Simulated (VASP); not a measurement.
# CeO2 (Fm-3m) in VASP: notebook

The runs below take CeO2 through single point, with revPBE, revPBE+D4.

Program: VASP 6.6.1. These are calculated values, not measurements. Logs are shortened: lines on timing, memory, paths and dates and some standing lists are left out, and cuts for length are marked.

## (1) The cell of the first run

It takes space group Fm-3m (No. 225, cubic). The conventional cell has a = 5.410 Å, b = 5.410 Å, c = 5.410 Å, α = 90.00°, β = 90.00°, γ = 90.00°. Ce (site symmetry m-3m) has 8 O at 2.34 Å within 3.1 Å. Within 3.1 Å of O (site symmetry -43m) lie 4 Ce at 2.34 Å and 6 O at 2.70 Å.

## (2) Single point, revPBE

The input, INCAR:

```
PREC = Accurate ; ENCUT = 520
EDIFF = 1E-6 ; ISMEAR = 0
SIGMA = 0.05 ; LREAL = F
LASPH = T ; NELM = 60
ALGO = Normal ; ISIF = 2
LWAVE = F ; LCHARG = F
GGA = RE ; NBANDS = 19
```

The input, KPOINTS:

```
Automatic mesh
0
Gamma
  8 8 8
```

The input, POSCAR:

```
CeO2
1.0
    0.0000000000      2.7048609279      2.7048609279
    2.7048609279      0.0000000000      2.7048609279
    2.7048609279      2.7048609279      0.0000000000
Ce O
1 2
Direct
    0.0000000000      0.0000000000      0.0000000000
    0.2500000000      0.2500000000      0.2500000000
    0.7500000000      0.7500000000      0.7500000000
```

Potentials or basis: VASP PAW PBE potentials, release 64 (Ce, O).

On the command line:

```bash
> cat potpaw_PBE.64/Ce/POTCAR potpaw_PBE.64/O/POTCAR > POTCAR
> mpirun -np 1 vasp_std > vasp.out
```

OUTCAR:

```text
PREC = Accurate
   ENCUT = 520
   EDIFF = 1E-6
   ISMEAR = 0
   LREAL = F
   LASPH = T
   NELM = 60
   ISIF = 2
   GGA = RE

 ion  position               nearest neighbor table
   1  0.000  0.000  0.000-   3 2.34   3 2.34   3 2.34   2 2.34   3 2.34   2 2.34   2 2.34   2 2.34

   2  0.250  0.250  0.250-   1 2.34   1 2.34   1 2.34   1 2.34
   3  0.750  0.750  0.750-   1 2.34   1 2.34   1 2.34   1 2.34

  LATTYP: Found a face centered cubic cell.
 ALAT       =     5.4097218558

  Lattice vectors:

 A1 = (   0.0000000000,   2.7048609279,   2.7048609279)
 A2 = (   2.7048609279,   0.0000000000,   2.7048609279)
 A3 = (   2.7048609279,   2.7048609279,   0.0000000000)

Analysis of symmetry for initial positions (statically):
=====================================================================
 Subroutine PRICEL returns:
 Original cell was already a primitive cell.

 Routine SETGRP: Setting up the symmetry group for a
 face centered cubic supercell.

 Subroutine GETGRP returns: Found 48 space group operations
 (whereof 48 operations were pure point group operations)
 out of a pool of 48 trial point group operations.

The static configuration has the point symmetry O_h .

Analysis of symmetry for dynamics (positions and initial velocities):
=====================================================================
 Subroutine PRICEL returns:
 Original cell was already a primitive cell.

 Routine SETGRP: Setting up the symmetry group for a
 face centered cubic supercell.

 Subroutine GETGRP returns: Found 48 space group operations
 (whereof 48 operations were pure point group operations)
 out of a pool of 48 trial point group operations.

The dynamic configuration has the point symmetry O_h .

 Subroutine INISYM returns: Found 48 space group operations
 (whereof 48 operations are pure point group operations),
 and found     1 'primitive' translations

----------------------------------------------------------------------------------------

                                     Primitive cell

  volume of cell :      39.5790

  direct lattice vectors                    reciprocal lattice vectors
     0.000000000  2.704860928  2.704860928    -0.184852387  0.184852387  0.184852387
     2.704860928  0.000000000  2.704860928     0.184852387 -0.184852387  0.184852387
     2.704860928  2.704860928  0.000000000     0.184852387  0.184852387 -0.184852387

  length of vectors
[... 76 lines left out ...]
   ISTART =      0    job   : 0-new  1-cont  2-samecut
   ICHARG =      2    charge: 1-file 2-atom 10-const
   ISPIN  =      1    spin polarized calculation?
   LNONCOLLINEAR =      F non collinear calculations
   LSORBIT =      F    spin-orbit coupling
   LASPH  =      T    aspherical Exc in radial PAW
   ENCUT  =  520.0 eV  38.22 Ry    6.18 a.u.   7.11  7.11  7.11*2*pi/ulx,y,z
   NELM   =     60;   NELMIN=  2; NELMDL= -5     # of ELM steps
   EDIFF  = 0.1E-05   stopping-criterion for ELM
   LREAL  =      F    real-space projection
[... 7 lines left out ...]
   TEBEG  =    0.0;   TEEND  =   0.0 temperature during run
   PSTRESS=    0.0 pullay stress
   NELECT =      24.0000    total number of electrons
   NUPDOWN=      -1.0000    fix difference up-down
   EMIN   =  10.00;   EMAX   =-10.00  energy-range for DOS
   EFERMI =   0.00;   METHOD = LEGACY
   ISMEAR =     0;   SIGMA  =   0.05  broadening in eV -4-tet -1-fermi 0-gaus
   EFERMI_NEDOS =   21; number of points for ismear=-14 and -15
   IALGO  =     38    algorithm
   IMIX   =      4    mixing-type and parameters
     AMIX     =   0.40;   BMIX     =  1.00
     AMIX_MAG =   1.60;   BMIX_MAG =  1.00
  volume/ion in A,a.u.               =      13.19        89.03
  Fermi-wavevector in a.u.,A,eV,Ry     =   1.385661  2.618519 26.123951  1.920056
  Thomas-Fermi vector in A             =   2.510050
   LORBIT       =      0    0 simple, 1 ext, 2 COOP (PROOUT), +10 PAW based schemes
   GGA     = RE    functional components
   LHFCALC =     F    Hartree Fock is set to
   AEXX    =    0.0000 exact exchange contribution
   IVDW    =     0    specifies the selected vdW correction
   LEPSILON=     F    determine dielectric tensor
   LRPA    =     F    only Hartree local field effects (RPA)
 non-spin polarized calculation
 Gauss-broadening in eV      SIGMA  =   0.05
  energy-cutoff  :      520.00
  volume of cell :       39.58
 maximum number of plane-waves:      1090
   NGX = 15   NGY = 15   NGZ = 15

 number of electron      23.9999995 magnetization

 Free energy of the ion-electron system (eV)
  ---------------------------------------------------
  ext. energy  EPLUGINS =         0.00000000
  ---------------------------------------------------
  free energy    TOTEN  =       -25.06828276 eV

  energy without entropy =      -25.06828276  energy(sigma->0) =      -25.06828276

 E-fermi :   5.7664     XC(G=0): -11.1647

 val. band max:        5.4524581874   @ k =  -0.2500   0.2500   0.0000
 cond. band min:       7.4140864853   @ k =   0.5000   0.0000   0.0000
 fundamental gap:      1.9616282978
 Fermi energy:         5.7664019627

 k-point     1 :       0.0000    0.0000    0.0000
  band No.  band energies     occupation
      1     -26.9847      2.00000
      2     -10.9499      2.00000
      3     -10.0214      2.00000
      4      -9.1358      2.00000
      5      -9.1358      2.00000
      6      -9.1358      2.00000
[... 505 lines left out ...]
      6      -7.1120      2.00000
[... 11 lines left out ...]
     18       8.0286      0.00000
     19       8.4393      0.00000

 [... further k-points ...]

------------------------ aborting loop because EDIFF is reached ----------------------------------------

  FORCE on cell =-STRESS in cart. coord.  units (eV):
  Direction    XX          YY          ZZ          XY          YZ          ZX
  --------------------------------------------------------------------------------------
  -------------------------------------------------------------------------------------
  Total        2.0888920      2.0888920      2.0888920      0.0000000     -0.0000000     -0.0000000
  in kB       84.5593732     84.5593732     84.5593732      0.0000000     -0.0000000     -0.0000000
  external PRESSURE =      84.5593732 kB  Pullay stress =       0.0000000 kB

 VOLUME and BASIS-vectors are now :
 -----------------------------------------------------------------------------
  energy-cutoff  :      520.00
  volume of cell :       39.58
      direct lattice vectors                 reciprocal lattice vectors
     0.000000000  2.704860928  2.704860928    -0.184852387  0.184852387  0.184852387
     2.704860928  0.000000000  2.704860928     0.184852387 -0.184852387  0.184852387
     2.704860928  2.704860928  0.000000000     0.184852387  0.184852387 -0.184852387

 POSITION                                       TOTAL-FORCE (eV/Angst)
 -----------------------------------------------------------------------------------
      0.00000      0.00000      0.00000         0.000000      0.000000      0.000000
      1.35243      1.35243      1.35243         0.000000     -0.000000     -0.000000
      4.05729      4.05729      4.05729        -0.000000     -0.000000      0.000000
 -----------------------------------------------------------------------------------
    total drift:                                0.000000      0.000000      0.000000

  FREE ENERGIE OF THE ION-ELECTRON SYSTEM (eV)
  ---------------------------------------------------
  free  energy   TOTEN  =       -25.0682827612 eV

  energy  without entropy=      -25.0682827612  energy(sigma->0) =      -25.06828276
```

OSZICAR:

```text
N       E                     dE             d eps       ncg     rms          rms(c)
DAV:   1     0.239122144546E+03    0.23912E+03   -0.11281E+04  1118   0.168E+03
DAV:   2     0.675950604869E+01   -0.23236E+03   -0.20353E+03  1426   0.289E+02
DAV:   3    -0.292696262723E+02   -0.36029E+02   -0.33196E+02  1326   0.147E+02
DAV:   4    -0.305009899713E+02   -0.12314E+01   -0.12301E+01  1555   0.248E+01
[... 10 lines left out ...]
DAV:  15    -0.250685542499E+02    0.17837E-02   -0.20774E-03  1190   0.685E-01    0.288E-01
DAV:  16    -0.250683141892E+02    0.24006E-03   -0.58798E-04  1777   0.265E-01    0.110E-01
DAV:  17    -0.250682877827E+02    0.26406E-04   -0.50680E-05  1407   0.842E-02    0.595E-02
DAV:  18    -0.250682822727E+02    0.55101E-05   -0.25060E-05  1731   0.589E-02    0.398E-03
DAV:  19    -0.250682827612E+02   -0.48848E-06   -0.23432E-06   943   0.151E-02
   1 F= -.25068283E+02 E0= -.25068283E+02  d E =-.499528E-20
```

It took 43 s on 1 thread of AMD EPYC 7R13, shared host; peak memory 0.15 GiB.

Results:

- Free energy: -25.0683 eV
- Pressure: 8.5 GPa
- Band gap on the k mesh: 1.96 eV (least direct gap 2.07 eV)

Caveat: the cell stands under pressure; the PAW data sets were made with another functional, which shifts forces and pressure a little; spin-orbit coupling is left out, which moves the levels of the heavy elements; semilocal functionals describe open f shells poorly, which spoils levels, moments and volumes.

## (3) Single point, revPBE (13.27 Å³/atom)

This run uses another cell than the first one, of 13.27 Å³/atom.

The input, INCAR:

```
PREC     = Accurate       # precision mode
ENCUT    = 520            # plane-wave cutoff, eV
EDIFF    = 1E-6           # SCF threshold, eV
ISMEAR   = 0              # smearing method
SIGMA    = 0.05           # smearing width, eV
LREAL    = False          # projectors in reciprocal space
LASPH    = True           # aspherical terms in the spheres
NELM     = 100            # most SCF steps
ALGO     = Normal         # electronic algorithm
ISIF     = 2              # what is computed and relaxed
LWAVE    = False          # write WAVECAR
LCHARG   = False          # write CHGCAR
GGA      = RE             # functional
NBANDS   = 19             # bands
```

KPOINTS is that of step 2.

The input, POSCAR:

```
CeO2
1.0
    0.0000000000      2.7100507275      2.7100507275
    2.7100507275      0.0000000000      2.7100507275
    2.7100507275      2.7100507275      0.0000000000
Ce O
1 2
Direct
    0.0000000000      0.0000000000      0.0000000000
    0.2500000000      0.2500000000      0.2500000000
    0.7500000000      0.7500000000      0.7500000000
```

Potentials or basis: VASP PAW PBE potentials, release 64 (Ce, O).

On the command line:

```bash
> cat potpaw_PBE.64/Ce/POTCAR potpaw_PBE.64/O/POTCAR > POTCAR
> mpirun -np 1 vasp_std > vasp.out
```

Wall time 55 s (1 thread of AMD EPYC 7R13, shared host); peak memory 0.16 GiB.

Results (log left out):

```
Free energy            : -25.0799 eV
Pressure               : 7.3 GPa
Band gap on the k mesh : 1.94 eV (least direct gap 2.05 eV)
```

Levels at points of the mesh, in eV from the valence-band top:
| k point | band 9 | band 10 | band 11 | band 12 | band 13 | band 14 | band 15 | band 16 |
| --- | --- | --- | --- | --- | --- | --- | --- | --- |
| (0.00, 0.00, 0.00) | -3.84 | -0.61 | -0.61 | -0.61 | 2.26 | 2.26 | 2.26 | 2.51 |
| (0.50, 0.00, 0.00) | -1.25 | -1.19 | -0.79 | -0.79 | 1.94 | 2.12 | 2.12 | 2.27 |
| (0.50, 0.50, 0.00) | -1.19 | -0.79 | -0.79 | -0.62 | 1.98 | 2.08 | 2.08 | 2.24 |

Caveat: the cell stands under pressure; the PAW data sets were made with another functional, which shifts forces and pressure a little; spin-orbit coupling is left out, which moves the levels of the heavy elements; semilocal functionals describe open f shells poorly, which spoils levels, moments and volumes. A k mesh can miss the band edges.

## (4) Single point, revPBE+D4

INCAR: that of step 3 with these lines changed.

```diff
@@ -13,2 +13,3 @@
 GGA      = RE             # functional
+IVDW     = 13             # dispersion correction
 NBANDS   = 19             # bands
```

KPOINTS is that of step 3.

The input, POSCAR:

```
CeO2
1.0
    0.0000000000      2.7048609279      2.7048609279
    2.7048609279      0.0000000000      2.7048609279
    2.7048609279      2.7048609279      0.0000000000
Ce O
1 2
Direct
    0.0000000000      0.0000000000      0.0000000000
    0.2500000000      0.2500000000      0.2500000000
    0.7500000000      0.7500000000      0.7500000000
```

On the command line:

```bash
> cat potpaw_PBE.64/Ce/POTCAR potpaw_PBE.64/O/POTCAR > POTCAR
> mpirun -np 1 vasp_std > vasp.out
```

It took 48 s on 1 thread of AMD EPYC 7R13, shared host; peak memory 0.15 GiB.

Results (log left out):

- Free energy: -26.3642 eV
- Pressure: 2.1 GPa
- Band gap on the k mesh: 1.96 eV (least direct gap 2.07 eV)
- Dispersion energy per atom: -0.432 eV

Levels at points of the mesh, in eV from the valence-band top:
| k point | band 9 | band 10 | band 11 | band 12 | band 13 | band 14 | band 15 | band 16 |
| --- | --- | --- | --- | --- | --- | --- | --- | --- |
| (0.00, 0.00, 0.00) | -3.87 | -0.62 | -0.62 | -0.62 | 2.29 | 2.29 | 2.29 | 2.53 |
| (0.50, 0.00, 0.00) | -1.26 | -1.20 | -0.80 | -0.80 | 1.96 | 2.14 | 2.14 | 2.29 |
| (0.50, 0.50, 0.00) | -1.18 | -0.80 | -0.80 | -0.63 | 2.00 | 2.10 | 2.10 | 2.26 |

Caveat: the PAW data sets were made with another functional, which shifts forces and pressure a little; spin-orbit coupling is left out, which moves the levels of the heavy elements; semilocal functionals describe open f shells poorly, which spoils levels, moments and volumes. A k mesh can miss the band edges.

## (5) Single point, revPBE+D4 (13.38 Å³/atom)

This run uses another cell than the first one, of 13.38 Å³/atom.

The input, INCAR:

```
SYSTEM = CeO2
PREC = Accurate ; ENCUT = 520
EDIFF = 1E-7 ; ISMEAR = 0
SIGMA = 0.05 ; LREAL = .False.
LASPH = .True. ; NELM = 80
ALGO = Normal ; ISIF = 2
LWAVE = .False. ; LCHARG = .False.
GGA = RE ; IVDW = 13
NBANDS = 19
```

The input, KPOINTS:

```
regular mesh
0
Gamma
  8 8 8
  0 0 0
```

The input, POSCAR:

```
CeO2
1.0
    0.0000000000      2.7176051941      2.7176051941
    2.7176051941      0.0000000000      2.7176051941
    2.7176051941      2.7176051941      0.0000000000
Ce O
1 2
Direct
    0.0000000000      0.0000000000      0.0000000000
    0.2500000000      0.2500000000      0.2500000000
    0.7500000000      0.7500000000      0.7500000000
```

On the command line:

```bash
> cat potpaw_PBE.64/Ce/POTCAR potpaw_PBE.64/O/POTCAR > POTCAR
> mpirun -np 1 vasp_std > vasp.out
```

Wall time 63 s (1 thread of Intel Xeon 8259CL, shared host); peak memory 0.19 GiB.

It converged, with:

```
Free energy                : -26.3681 eV
Pressure                   : -0.5 GPa
Band gap on the k mesh     : 1.92 eV (least direct gap 2.02 eV)
Dispersion energy per atom : -0.425 eV
```

Levels at points of the mesh, in eV from the valence-band top:
| k point | band 8 | band 9 | band 10 | band 11 | band 12 | band 13 | band 14 | band 15 | band 16 | band 17 |
| --- | --- | --- | --- | --- | --- | --- | --- | --- | --- | --- |
| (0.00, 0.00, 0.00) | -3.79 | -3.79 | -0.59 | -0.59 | -0.59 | 2.23 | 2.23 | 2.23 | 2.47 | 2.88 |
| (0.50, 0.00, 0.00) | -2.91 | -1.25 | -1.18 | -0.78 | -0.78 | 1.92 | 2.09 | 2.09 | 2.24 | 2.73 |
| (0.50, 0.50, 0.00) | -1.19 | -1.19 | -0.77 | -0.77 | -0.60 | 1.96 | 2.05 | 2.05 | 2.21 | 2.54 |

Caveat: the PAW data sets were made with another functional, which shifts forces and pressure a little; spin-orbit coupling is left out, which moves the levels of the heavy elements; semilocal functionals describe open f shells poorly, which spoils levels, moments and volumes.

## (6) The runs side by side

```csv
level,cell,gap on the mesh (eV),pressure (GPa)
revPBE,"a = 3.825 Å, angles 60.0°, 3 atoms",1.96,8.5
revPBE,"a = 3.833 Å, angles 60.0°, 3 atoms",1.94,7.3
revPBE+D4,"a = 3.825 Å, angles 60.0°, 3 atoms",1.96,2.1
revPBE+D4,"a = 3.843 Å, angles 60.0°, 3 atoms",1.92,-0.5
```

Alike in all rows: task single point; potentials or basis VASP PAW PBE potentials, release 64 (Ce, O); no spin polarisation; k mesh 8 × 8 × 8; cutoff (eV) 520; smearing gaussian 0.05 eV.

Caveats: the PAW data sets were made with another functional, which shifts forces and pressure a little; spin-orbit coupling is left out, which moves the levels of the heavy elements; semilocal functionals describe open f shells poorly, which spoils levels, moments and volumes; the cell stands under pressure (at least some runs).

Total energies depend on the potentials used, so only differences within one code and one set of settings carry meaning.
